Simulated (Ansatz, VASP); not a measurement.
## One calculation of V, two programs

```xyz
1
Lattice="-1.4705 1.4705 1.5130 1.4705 -1.4705 1.5130 1.5555 1.5555 -1.5130" Properties=species:S:1:pos:R:3 pbc="T T T"
V     0.0000    0.0000    0.0000
```

Change from the starting cell: strain +0.0562 x Voigt [0, 0, 0, 0, 0, 1], atoms carried along.

Alike in both runs: task single point; functional PBE; k mesh 22 × 22 × 22; occupations gaussian, width 0.15 eV; no spin polarisation.

|  | VASP | Ansatz |
| --- | --- | --- |
| version | VASP 6.6.1 | Ansatz 0.2.0 |
| potentials or method | VASP PAW PBE potentials, release 64 (V_sv), cutoff 520 eV | scalar-relativistic, plane waves, PAW |
| valence electrons in the cell | 13 | 13 |

Ansatz gave:

```
gap on the k mesh at the Fermi level (eV)                     : none
pressure (GPa)                                                : -4.8
traceless stress, the component that is largest in VASP (GPa) : -1.14
```

Which values does VASP return?

gap on the k mesh at the Fermi level (eV): none; pressure (GPa): -4.5; traceless stress, the component that is largest in VASP (GPa): -1.16.

A gap of «none» marks a metal or a gap that the smearing closes.
